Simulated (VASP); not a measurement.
# Ti4N5 in VASP: single point with PBEsol

Aim: the single point of Ti4N5 with PBEsol.

All numbers are computed with VASP 6.6.1; they aren't measurements. Logs are shortened: lines on timing, memory, paths and dates and some standing lists are left out, and cuts for length are marked.

**1. The cell of the first run**

The cell holds a slab with vacuum, 9 atoms: a = 2.973 Å, b = 2.973 Å, c = 26.709 Å, α = 90.00°, β = 90.00°, γ = 120.00°.

**2. Single point, PBEsol**

File INCAR:

```
  PREC = Accurate
  ENCUT = 520
  EDIFF = 1E-6
  ISMEAR = 0
  SIGMA = 0.1
  LREAL = F
  LASPH = T
  NELM = 80
  ALGO = Normal
  ISIF = 2
  LWAVE = F
  LCHARG = F
  LDIPOL = T
  IDIPOL = 3
  DIPOL = 0.5 0.5 0.500
  GGA = PS
  NBANDS = 46
```

File KPOINTS:

```
Automatic mesh
0
Gamma
  12 12 1
```

File POSCAR:

```
Ti4N5
1.0
    2.9726300472      0.0000000000      0.0000000000
   -1.4863150236      2.5743731369      0.0000000000
    0.0000000000      0.0000000000     26.7085690796
N Ti
5 4
Direct
    0.3333333333      0.6666666667      0.3182499210
    0.0000000000      0.0000000000      0.4091249605
    0.6666666667      0.3333333333      0.5001130863
    0.3333333333      0.6666666667      0.5883625023
    0.0000000000      0.0000000000      0.6739052477
    0.6666666667      0.3333333333      0.3636874408
    0.3333333333      0.6666666667      0.4545624803
    0.0000000000      0.0000000000      0.5461357193
    0.6666666667      0.3333333333      0.6447102841
```

Potentials or basis: VASP PAW PBE potentials, release 64 (N, Ti_sv).

Launch:

```sh
cat potpaw_PBE.64/N/POTCAR potpaw_PBE.64/Ti_sv/POTCAR > POTCAR
mpirun -np 1 vasp_std > vasp.out
```

OUTCAR:

```text
PREC = Accurate
   ENCUT = 520
   EDIFF = 1E-6
   ISMEAR = 0
   LREAL = F
   LASPH = T
   NELM = 80
   ISIF = 2
   GGA = PS

 ion  position               nearest neighbor table
   1  0.333  0.667  0.318-   6 2.10   6 2.10   6 2.10
   2  0.000  0.000  0.409-   6 2.10   6 2.10   6 2.10   7 2.10   7 2.10   7 2.10
   3  0.667  0.333  0.500-   7 2.10   7 2.10   7 2.10   8 2.11   8 2.11   8 2.11
   4  0.333  0.667  0.588-   8 2.05   8 2.05   8 2.05   9 2.28   9 2.28   9 2.28
   5  0.000  0.000  0.674-   9 1.89   9 1.89   9 1.89
   6  0.667  0.333  0.364-   2 2.10   2 2.10   2 2.10   1 2.10   1 2.10   1 2.10
   7  0.333  0.667  0.455-   2 2.10   2 2.10   2 2.10   3 2.10   3 2.10   3 2.10
   8  0.000  0.000  0.546-   4 2.05   4 2.05   4 2.05   3 2.11   3 2.11   3 2.11
   9  0.667  0.333  0.645-   5 1.89   5 1.89   5 1.89   4 2.28   4 2.28   4 2.28

  LATTYP: Found a hexagonal cell.
 ALAT       =     2.9726300472
 C/A-ratio  =     8.9848277974

  Lattice vectors:

 A1 = (   2.9726300472,   0.0000000000,   0.0000000000)
 A2 = (  -1.4863150236,   2.5743731369,   0.0000000000)
 A3 = (   0.0000000000,   0.0000000000,  26.7085690796)

Analysis of symmetry for initial positions (statically):
=====================================================================
 Subroutine PRICEL returns:
 Original cell was already a primitive cell.

 Routine SETGRP: Setting up the symmetry group for a
 hexagonal supercell.

 Subroutine GETGRP returns: Found  6 space group operations
 (whereof  6 operations were pure point group operations)
 out of a pool of 24 trial point group operations.

The static configuration has the point symmetry C_3v.

Analysis of symmetry for dynamics (positions and initial velocities):
=====================================================================
 Subroutine PRICEL returns:
 Original cell was already a primitive cell.

 Routine SETGRP: Setting up the symmetry group for a
 hexagonal supercell.

 Subroutine GETGRP returns: Found  6 space group operations
 (whereof  6 operations were pure point group operations)
 out of a pool of 24 trial point group operations.

The dynamic configuration has the point symmetry C_3v.

 Subroutine INISYM returns: Found  6 space group operations
 (whereof  6 operations are pure point group operations),
 and found     1 'primitive' translations

----------------------------------------------------------------------------------------

                                     Primitive cell

  volume of cell :     204.3916

  direct lattice vectors                    reciprocal lattice vectors
     2.972630047  0.000000000  0.000000000     0.336402440  0.194222039  0.000000000
    -1.486315024  2.574373137  0.000000000     0.000000000  0.388444078  0.000000000
     0.000000000  0.000000000 26.708569080     0.000000000  0.000000000  0.037441167

  length of vectors
     2.972630047  2.972630047 26.708569080     0.388444078  0.388444078  0.037441167

  position of ions in fractional coordinates (direct lattice)
     0.333333333  0.666666667  0.318249921
     0.000000000  0.000000000  0.409124961
     0.666666667  0.333333333  0.500113086
     0.333333333  0.666666667  0.588362502
     0.000000000  0.000000000  0.673905248
     0.666666667  0.333333333  0.363687441
     0.333333333  0.666666667  0.454562480
     0.000000000  0.000000000  0.546135719
     0.666666667  0.333333333  0.644710284

  ion indices of the primitive-cell ions
   primitive index   ion index
                 1           1
                 2           2
                 3           3
                 4           4
                 5           5
                 6           6
                 7           7
                 8           8
                 9           9

----------------------------------------------------------------------------------------

 KPOINTS: Automatic mesh

Automatic generation of k-mesh.
 Grid dimensions read from file:
 generate k-points for:   12   12    1

 Generating k-lattice:

  Cartesian coordinates                     Fractional coordinates (reciprocal lattice)
     0.028033537  0.016185170  0.000000000     0.083333333  0.000000000  0.000000000
     0.000000000  0.032370340  0.000000000     0.000000000  0.083333333  0.000000000
     0.000000000  0.000000000  0.037441167     0.000000000  0.000000000  1.000000000

  Length of vectors
     0.032370340  0.032370340  0.037441167

  Shift w.r.t. Gamma in fractional coordinates (k-lattice)
     0.000000000  0.000000000  0.000000000

 Subroutine IBZKPT returns following result:
 ===========================================

 Found     19 irreducible k-points:

 Following reciprocal coordinates:
            Coordinates               Weight
  0.000000  0.000000  0.000000      1.000000
  0.083333  0.000000  0.000000      6.000000
  0.166667  0.000000  0.000000      6.000000
  0.250000  0.000000  0.000000      6.000000
  0.333333  0.000000  0.000000      6.000000
  0.416667  0.000000  0.000000      6.000000
[... 11 lines left out ...]
  0.333333  0.250000  0.000000     12.000000
  0.333333  0.333333  0.000000      2.000000
   k-points           NKPTS =     19   k-points in BZ     NKDIM =     19   number of bands    NBANDS=     46
   number of dos      NEDOS =    301   number of ions     NIONS =      9
   total plane-waves  NPLWV = 115200
   dimension x,y,z NGX =    24 NGY =   24 NGZ =  200
   dimension x,y,z NGXF=    48 NGYF=   48 NGZF=  400
   ions per type =               5   4
   NGX,Y,Z   is equivalent  to a cutoff of  13.42, 13.42, 12.45 a.u.
   NGXF,Y,Z  is equivalent  to a cutoff of  26.84, 26.84, 24.90 a.u.
 SYSTEM =  unknown system
   PREC   = accura    normal or accurate (medium, high low for compatibility)
   ISTART =      0    job   : 0-new  1-cont  2-samecut
   ICHARG =      2    charge: 1-file 2-atom 10-const
   ISPIN  =      1    spin polarized calculation?
   LNONCOLLINEAR =      F non collinear calculations
   LSORBIT =      F    spin-orbit coupling
   LASPH  =      T    aspherical Exc in radial PAW
   ENCUT  =  520.0 eV  38.22 Ry    6.18 a.u.   5.53  5.53 49.66*2*pi/ulx,y,z
   NELM   =     80;   NELMIN=  2; NELMDL= -5     # of ELM steps
   EDIFF  = 0.1E-05   stopping-criterion for ELM
   LREAL  =      F    real-space projection
   EDIFFG = 0.1E-04   stopping-criterion for IOM
   NSW    =      0    number of steps for IOM
   IBRION =     -1    ionic relax: 0-MD 1-quasi-New 2-CG
   NFREE  =      0    steps in history (QN), initial steepest desc. (CG)
   ISIF   =      2    stress and relaxation
   ISYM   =      2    0-nonsym 1-usesym 2-fastsym
   POTIM  = 0.5000    time-step for ionic-motion
   TEBEG  =    0.0;   TEEND  =   0.0 temperature during run
   PSTRESS=    0.0 pullay stress
   NELECT =      73.0000    total number of electrons
   NUPDOWN=      -1.0000    fix difference up-down
   EMIN   =  10.00;   EMAX   =-10.00  energy-range for DOS
   EFERMI =   0.00;   METHOD = LEGACY
   ISMEAR =     0;   SIGMA  =   0.10  broadening in eV -4-tet -1-fermi 0-gaus
   EFERMI_NEDOS =   21; number of points for ismear=-14 and -15
   IALGO  =     38    algorithm
   IMIX   =      4    mixing-type and parameters
     AMIX     =   0.40;   BMIX     =  1.00
     AMIX_MAG =   1.60;   BMIX_MAG =  1.00
  volume/ion in A,a.u.               =      22.71       153.26
  Fermi-wavevector in a.u.,A,eV,Ry     =   1.161524  2.194962 18.356132  1.349138
  Thomas-Fermi vector in A             =   2.298095
   LORBIT       =      0    0 simple, 1 ext, 2 COOP (PROOUT), +10 PAW based schemes
   GGA     = PS    functional components
   LHFCALC =     F    Hartree Fock is set to
   AEXX    =    0.0000 exact exchange contribution
   IVDW    =     0    specifies the selected vdW correction
   LEPSILON=     F    determine dielectric tensor
   LRPA    =     F    only Hartree local field effects (RPA)
 non-spin polarized calculation
 Gauss-broadening in eV      SIGMA  =   0.10
  energy-cutoff  :      520.00
  volume of cell :      204.39
 maximum number of plane-waves:      5607
 NGX is ok and might be reduce to    24
   NGX = 11   NGY = 11   NGZ = 99

 dipolmoment           0.000000      0.000000      0.084773 electrons x Angstroem

 number of electron      73.0000017 magnetization

 dipolmoment           0.000000      0.000000     -0.047746 electrons x Angstroem

 Free energy of the ion-electron system (eV)
  ---------------------------------------------------
  ext. energy  EPLUGINS =         0.00000000
  ---------------------------------------------------
  free energy    TOTEN  =       -88.66594902 eV

  energy without entropy =      -88.64907589  energy(sigma->0) =      -88.65751246

 E-fermi :  -0.4716     XC(G=0):  -5.9208

 val. band max:       -0.4841267444   @ k =   0.4167   0.1667   0.0000
 cond. band min:      -0.4557861336   @ k =   0.3333   0.1667   0.0000
 fundamental gap:      0.0283406109
 Fermi energy:        -0.4715640734

 k-point     1 :       0.0000    0.0000    0.0000
  band No.  band energies     occupation
      1     -58.0206      2.00000
      2     -57.8832      2.00000
      3     -56.8724      2.00000
      4     -56.7494      2.00000
      5     -34.5942      2.00000
      6     -34.2398      2.00000
[... 38 lines left out ...]
     45       1.8320      0.00000
     46       1.8320      0.00000

 k-point     2 :       0.0833    0.0000    0.0000
  band No.  band energies     occupation
      1     -58.0154      2.00000
      2     -57.8786      2.00000
      3     -56.8671      2.00000
      4     -56.7446      2.00000
      5     -34.5816      2.00000
      6     -34.2492      2.00000
[... 825 lines left out ...]
 k-point    19 :       0.3333    0.3333    0.0000
  band No.  band energies     occupation
      1     -57.9320      2.00000
      2     -57.8046      2.00000
      3     -56.7836      2.00000
      4     -56.6684      2.00000
      5     -34.5550      2.00000
      6     -34.5518      2.00000
[... 38 lines left out ...]
     45       2.5008      0.00000
     46       2.7840      0.00000

------------------------ aborting loop because EDIFF is reached ----------------------------------------

 vacuum level on the upper side and lower side of the slab       (xc-potential included)        -0.793         0.314

  FORCE on cell =-STRESS in cart. coord.  units (eV):
  Direction    XX          YY          ZZ          XY          YZ          ZX
  --------------------------------------------------------------------------------------
  -------------------------------------------------------------------------------------
  Total        0.5396546      0.5396546     -3.2226372      0.0000000      0.0000000      0.0000000
  in kB        4.2302253      4.2302253    -25.2614932      0.0000000      0.0000000      0.0000000
  external PRESSURE =      -5.6003475 kB  Pullay stress =       0.0000000 kB

 VOLUME and BASIS-vectors are now :
 -----------------------------------------------------------------------------
  energy-cutoff  :      520.00
  volume of cell :      204.39
      direct lattice vectors                 reciprocal lattice vectors
     2.972630047  0.000000000  0.000000000     0.336402440  0.194222039  0.000000000
    -1.486315024  2.574373137  0.000000000     0.000000000  0.388444078  0.000000000
     0.000000000  0.000000000 26.708569080     0.000000000  0.000000000  0.037441167

 POSITION                                       TOTAL-FORCE (eV/Angst)
 -----------------------------------------------------------------------------------
     -0.00000      1.71625      8.50000         0.000000     -0.000000      4.331728
      0.00000      0.00000     10.92714         0.000000     -0.000000      1.052310
      1.48632      0.85812     13.35730         0.000000     -0.000000     -0.001203
     -0.00000      1.71625     15.71432         0.000000     -0.000000      0.015211
      0.00000      0.00000     17.99904         0.000000     -0.000000      0.061531
      1.48632      0.85812      9.71357        -0.000000      0.000000     -5.658828
     -0.00000      1.71625     12.14071        -0.000000     -0.000000      0.243063
      0.00000      0.00000     14.58650         0.000000     -0.000000      0.003379
      1.48632      0.85812     17.21929         0.000000      0.000000     -0.047191
 -----------------------------------------------------------------------------------
    total drift:                                0.000000      0.000000     -0.001025

  FREE ENERGIE OF THE ION-ELECTRON SYSTEM (eV)
  ---------------------------------------------------
  free  energy   TOTEN  =       -88.6659490246 eV

  energy  without entropy=      -88.6490758927  energy(sigma->0) =      -88.65751246

 vacuum level on the upper side and lower side of the slab         6.339         7.467
```

Wall time 7.8 min (1 thread of Intel Xeon 6975P-C, shared host); peak memory 0.41 GiB.

Results:

```
Free energy   : -88.6659 eV
Largest force : 5.659 eV/Å
```

Forces in eV/Å, atoms in the order of the input:
```
N    0.000  0.000  4.332
N    0.000  0.000  1.052
N    0.000  0.000 -0.001
N    0.000  0.000  0.015
N    0.000  0.000  0.062
Ti   0.000  0.000 -5.659
Ti   0.000  0.000  0.243
Ti   0.000  0.000  0.003
Ti   0.000  0.000 -0.047
```

Levels at points of the mesh, in eV from the Fermi level:
| k point | band 34 | band 35 | band 36 | band 37 | band 38 | band 39 |
| --- | --- | --- | --- | --- | --- | --- |
| (0.00, 0.00, 0.00) | -0.91 | -0.15 | -0.15 | 0.10 | 0.10 | 0.59 |
| (0.50, 0.00, 0.00) | -1.69 | -1.46 | -0.50 | -0.37 | 0.65 | 1.98 |

Caveat: the PAW data sets were made with another functional, which shifts forces and pressure a little.
